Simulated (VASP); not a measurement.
# ZnCd2Se3 (P3m1) in VASP: further runs, part 2 of 2

VASP 6.6.1. The steps go on from the part before.

## (5) Single point, PBE (26.79 Å³/atom)

This run uses another cell than the first one, of 26.79 Å³/atom.

The input, INCAR:

```
SYSTEM = ZnCd2Se3
  PREC = Accurate
  ENCUT = 520
  EDIFF = 1E-7
  ISMEAR = 0
  SIGMA = 0.02
  LREAL = .FALSE.
  LASPH = .TRUE.
  NELM = 80
  ALGO = Normal
  ISIF = 2
  LWAVE = .FALSE.
  LCHARG = .FALSE.
  GGA = PE
  NBANDS = 36
```

The input, KPOINTS:

```
regular mesh
0
G
  12 12 4
  0 0 0
```

The input, POSCAR:

```
ZnCd2Se3
1.0
    4.2187639498      0.0000000000      0.0000000000
   -2.1093819749      3.6535567530      0.0000000000
    0.0000000000      0.0000000000     10.4284295480
Zn Cd Se
1 2 3
Direct
    0.0000000000      0.0000000000      0.6679016347
    0.3333333333      0.6666666667      0.9900087850
    0.6666666667      0.3333333333      0.3383375856
    0.3333333333      0.6666666667      0.7359721833
    0.0000000000      0.0000000000      0.4324751486
    0.6666666667      0.3333333333      0.0853056629
```

Potentials or basis: VASP PAW PBE potentials, release 64 (Zn, Cd, Se).

Run with:

```sh
> cat potpaw_PBE.64/Zn/POTCAR potpaw_PBE.64/Cd/POTCAR potpaw_PBE.64/Se/POTCAR > POTCAR
> mpirun -np 1 vasp_std > vasp.out
```

OUTCAR:

```text
SYSTEM = ZnCd2Se3
   PREC = Accurate
   ENCUT = 520
   EDIFF = 1E-7
   ISMEAR = 0
   LREAL = .FALSE.
   LASPH = .TRUE.
   NELM = 80
   ISIF = 2
   GGA = PE

 ion  position               nearest neighbor table
   1  0.000  0.000  0.668-   5 2.46   4 2.54   4 2.54   4 2.54
   2  0.333  0.667  0.990-   6 2.63   6 2.63   6 2.63   4 2.65
   3  0.667  0.333  0.338-   5 2.63   5 2.63   5 2.63   6 2.64
   4  0.333  0.667  0.736-   1 2.54   1 2.54   1 2.54   2 2.65
   5  0.000  0.000  0.432-   1 2.46   3 2.63   3 2.63   3 2.63
   6  0.667  0.333  0.085-   2 2.63   2 2.63   2 2.63   3 2.64

  LATTYP: Found a hexagonal cell.
 ALAT       =     4.2187639498
 C/A-ratio  =     2.4719158673

  Lattice vectors:

 A1 = (   4.2187639498,   0.0000000000,   0.0000000000)
 A2 = (  -2.1093819749,   3.6535567530,   0.0000000000)
 A3 = (   0.0000000000,   0.0000000000,  10.4284295480)

Analysis of symmetry for initial positions (statically):
=====================================================================
 Subroutine PRICEL returns:
 Original cell was already a primitive cell.

 Routine SETGRP: Setting up the symmetry group for a
 hexagonal supercell.

 Subroutine GETGRP returns: Found  6 space group operations
 (whereof  6 operations were pure point group operations)
 out of a pool of 24 trial point group operations.

The static configuration has the point symmetry C_3v.

Analysis of symmetry for dynamics (positions and initial velocities):
=====================================================================
 Subroutine PRICEL returns:
 Original cell was already a primitive cell.

 Routine SETGRP: Setting up the symmetry group for a
 hexagonal supercell.

 Subroutine GETGRP returns: Found  6 space group operations
 (whereof  6 operations were pure point group operations)
 out of a pool of 24 trial point group operations.

The dynamic configuration has the point symmetry C_3v.

 Subroutine INISYM returns: Found  6 space group operations
 (whereof  6 operations are pure point group operations),
 and found     1 'primitive' translations

----------------------------------------------------------------------------------------

                                     Primitive cell

  volume of cell :     160.7385

  direct lattice vectors                    reciprocal lattice vectors
     4.218763950  0.000000000  0.000000000     0.237036253  0.136852945  0.000000000
    -2.109381975  3.653556753  0.000000000     0.000000000  0.273705889  0.000000000
     0.000000000  0.000000000 10.428429548     0.000000000  0.000000000  0.095891716

  length of vectors
     4.218763950  4.218763950 10.428429548     0.273705889  0.273705889  0.095891716

  position of ions in fractional coordinates (direct lattice)
     0.000000000  0.000000000  0.667901635
     0.333333333  0.666666667  0.990008785
     0.666666667  0.333333333  0.338337586
     0.333333333  0.666666667  0.735972183
     0.000000000  0.000000000  0.432475149
     0.666666667  0.333333333  0.085305663

[... 31 lines left out ...]
 ===========================================

 Found     69 irreducible k-points:

 Following reciprocal coordinates:
            Coordinates               Weight
  0.000000  0.000000  0.000000      1.000000
  0.083333  0.000000  0.000000      6.000000
  0.166667  0.000000  0.000000      6.000000
  0.250000 -0.000000  0.000000      6.000000
  0.333333  0.000000  0.000000      6.000000
  0.416667  0.000000  0.000000      6.000000
[... 16 lines left out ...]
  0.166667  0.000000  0.250000      6.000000
  0.000000  0.166667  0.250000      6.000000
 [... further k-points ...]
   k-points           NKPTS =     69   k-points in BZ     NKDIM =     69   number of bands    NBANDS=     36
   number of dos      NEDOS =    301   number of ions     NIONS =      6
   total plane-waves  NPLWV =  81920
   dimension x,y,z NGX =    32 NGY =   32 NGZ =   80
   dimension x,y,z NGXF=    64 NGYF=   64 NGZF=  160
   ions per type =               1   2   3
   NGX,Y,Z   is equivalent  to a cutoff of  12.61, 12.61, 12.75 a.u.
   NGXF,Y,Z  is equivalent  to a cutoff of  25.22, 25.22, 25.51 a.u.
 SYSTEM =  ZnCd2Se3
   PREC   = accura    normal or accurate (medium, high low for compatibility)
   ISTART =      0    job   : 0-new  1-cont  2-samecut
   ICHARG =      2    charge: 1-file 2-atom 10-const
   ISPIN  =      1    spin polarized calculation?
   LNONCOLLINEAR =      F non collinear calculations
   LSORBIT =      F    spin-orbit coupling
   LASPH  =      T    aspherical Exc in radial PAW
   ENCUT  =  520.0 eV  38.22 Ry    6.18 a.u.   7.84  7.84 19.39*2*pi/ulx,y,z
   NELM   =     80;   NELMIN=  2; NELMDL= -5     # of ELM steps
   EDIFF  = 0.1E-06   stopping-criterion for ELM
   LREAL  =      F    real-space projection
   EDIFFG = 0.1E-05   stopping-criterion for IOM
   NSW    =      0    number of steps for IOM
   IBRION =     -1    ionic relax: 0-MD 1-quasi-New 2-CG
   NFREE  =      0    steps in history (QN), initial steepest desc. (CG)
   ISIF   =      2    stress and relaxation
   ISYM   =      2    0-nonsym 1-usesym 2-fastsym
   POTIM  = 0.5000    time-step for ionic-motion
   TEBEG  =    0.0;   TEEND  =   0.0 temperature during run
   PSTRESS=    0.0 pullay stress
   NELECT =      54.0000    total number of electrons
   NUPDOWN=      -1.0000    fix difference up-down
   EMIN   =  10.00;   EMAX   =-10.00  energy-range for DOS
   EFERMI =   0.00;   METHOD = LEGACY
   ISMEAR =     0;   SIGMA  =   0.02  broadening in eV -4-tet -1-fermi 0-gaus
   EFERMI_NEDOS =   21; number of points for ismear=-14 and -15
   IALGO  =     38    algorithm
   IMIX   =      4    mixing-type and parameters
     AMIX     =   0.40;   BMIX     =  1.00
     AMIX_MAG =   1.60;   BMIX_MAG =  1.00
  volume/ion in A,a.u.               =      26.79       180.79
  Fermi-wavevector in a.u.,A,eV,Ry     =   1.138062  2.150626 17.622077  1.295186
  Thomas-Fermi vector in A             =   2.274767
   LORBIT       =      0    0 simple, 1 ext, 2 COOP (PROOUT), +10 PAW based schemes
   GGA     = PE    functional components
   LHFCALC =     F    Hartree Fock is set to
   AEXX    =    0.0000 exact exchange contribution
   IVDW    =     0    specifies the selected vdW correction
   LEPSILON=     F    determine dielectric tensor
   LRPA    =     F    only Hartree local field effects (RPA)
 non-spin polarized calculation
 Gauss-broadening in eV      SIGMA  =   0.02
  energy-cutoff  :      520.00
  volume of cell :      160.74
 maximum number of plane-waves:      4347
   NGX = 15   NGY = 15   NGZ = 39

 number of electron      53.9999994 magnetization

 Free energy of the ion-electron system (eV)
  ---------------------------------------------------
  ext. energy  EPLUGINS =         0.00000000
  ---------------------------------------------------
  free energy    TOTEN  =       -16.86914898 eV

  energy without entropy =      -16.86914898  energy(sigma->0) =      -16.86914898

 E-fermi :   1.1952     XC(G=0):  -8.9442

 val. band max:        1.0690530183   @ k =   0.0000   0.0000   0.0000
 cond. band min:       1.6773683939   @ k =   0.0000   0.0000   0.0000
 fundamental gap:      0.6083153755
 Fermi energy:         1.1952400573

 k-point     1 :       0.0000    0.0000    0.0000
  band No.  band energies     occupation
      1     -11.7261      2.00000
      2     -11.3395      2.00000
      3     -11.2690      2.00000
      4      -6.8576      2.00000
      5      -6.8576      2.00000
      6      -6.8105      2.00000
[... 925 lines left out ...]
     35       7.3001      0.00000
     36       7.9019      0.00000

 [... further k-points ...]

------------------------ aborting loop because EDIFF is reached ----------------------------------------

  FORCE on cell =-STRESS in cart. coord.  units (eV):
  Direction    XX          YY          ZZ          XY          YZ          ZX
  --------------------------------------------------------------------------------------
  -------------------------------------------------------------------------------------
  Total        1.8279260      1.8279260      1.8519277     -0.0000000      0.0000000      0.0000000
  in kB       18.2200341     18.2200341     18.4592741     -0.0000000      0.0000000      0.0000000
  external PRESSURE =      18.2997808 kB  Pullay stress =       0.0000000 kB

 VOLUME and BASIS-vectors are now :
 -----------------------------------------------------------------------------
  energy-cutoff  :      520.00
  volume of cell :      160.74
      direct lattice vectors                 reciprocal lattice vectors
     4.218763950  0.000000000  0.000000000     0.237036253  0.136852945  0.000000000
    -2.109381975  3.653556753  0.000000000     0.000000000  0.273705889  0.000000000
     0.000000000  0.000000000 10.428429548     0.000000000  0.000000000  0.095891716

 POSITION                                       TOTAL-FORCE (eV/Angst)
 -----------------------------------------------------------------------------------
      0.00000      0.00000      6.96517         0.000000     -0.000000      0.008285
     -0.00000      2.43570     10.32424         0.000000      0.000000     -0.004781
      2.10938      1.21785      3.52833        -0.000000      0.000000     -0.003478
     -0.00000      2.43570      7.67503         0.000000      0.000000     -0.014630
      0.00000      0.00000      4.51004         0.000000     -0.000000      0.012006
      2.10938      1.21785      0.88960        -0.000000      0.000000      0.002598
 -----------------------------------------------------------------------------------
    total drift:                               -0.000000      0.000001     -0.000088

  FREE ENERGIE OF THE ION-ELECTRON SYSTEM (eV)
  ---------------------------------------------------
  free  energy   TOTEN  =       -16.8691489802 eV

  energy  without entropy=      -16.8691489802  energy(sigma->0) =      -16.86914898
```

Run time: 8.7 min. Hardware: 1 thread of Oxide Virtual Turin-like, shared host; peak memory 0.5 GiB.

Results:

| Quantity | Value |
| --- | --- |
| Free energy | -16.8691 eV |
| Pressure | 1.8 GPa |
| Largest force | 0.015 eV/Å |
| Band gap on the k mesh | 0.61 eV |

Forces in eV/Å, atoms in the order of the input:
```
Zn   0.000  0.000  0.008
Cd   0.000  0.000 -0.005
Cd   0.000  0.000 -0.003
Se   0.000  0.000 -0.015
Se   0.000  0.000  0.012
Se   0.000  0.000  0.003
```

Levels at points of the mesh, in eV from the valence-band top:
| k point | band 24 | band 25 | band 26 | band 27 | band 28 | band 29 | band 30 | band 31 |
| --- | --- | --- | --- | --- | --- | --- | --- | --- |
| (0.00, 0.00, 0.00) | -0.48 | -0.15 | 0.00 | 0.00 | 0.61 | 2.16 | 2.75 | 5.69 |
| (0.50, 0.00, 0.00) | -1.77 | -1.67 | -1.17 | -0.98 | 2.89 | 3.25 | 3.40 | 3.66 |
| (0.00, 0.00, 0.50) | -0.31 | -0.31 | -0.13 | -0.13 | 1.66 | 2.11 | 2.54 | 5.27 |
| (0.50, 0.00, 0.50) | -1.92 | -1.49 | -0.87 | -0.74 | 2.28 | 3.25 | 3.78 | 4.29 |

Caveat: semilocal functionals underestimate gaps, and a narrow one can read as zero.

## (6) Summary

| task | cell | cutoff (eV) | gap on the mesh (eV) | pressure (GPa) | largest force (eV/Å) |
| --- | --- | --- | --- | --- | --- |
| relaxation of shape and atoms at fixed volume | relaxed from a = 4.126, b = 4.126, c = 10.227 Å, angles 90.0, 90.0, 120.0°, 6 atoms, atomic positions A | 600 | 0.73 | 5.9 | 0.01 |
| relaxation of shape and atoms at fixed volume | relaxed from a = 4.076, b = 4.076, c = 10.134 Å, angles 90.0, 90.0, 120.0°, 6 atoms, atomic positions B | 600 | 0.79 | 8.4 | 0.01 |
| single point | a = 4.171, b = 4.171, c = 10.338 Å, angles 90.0, 90.0, 120.0°, 6 atoms, atomic positions A | 520 | 0.67 | 3.7 | 0.02 |
| single point | a = 4.219, b = 4.219, c = 10.428 Å, angles 90.0, 90.0, 120.0°, 6 atoms, atomic positions C | 520 | 0.61 | 1.8 | 0.01 |

Alike in all rows: level PBE; potentials or basis VASP PAW PBE potentials, release 64 (Zn, Cd, Se); no spin polarisation; k mesh 12 × 12 × 4; smearing gaussian 0.02 eV.

Caveats: semilocal functionals underestimate gaps, and a narrow one can read as zero; the cell stands under pressure (at least some runs).

Absolute energies hang on the potentials; compare differences alone.
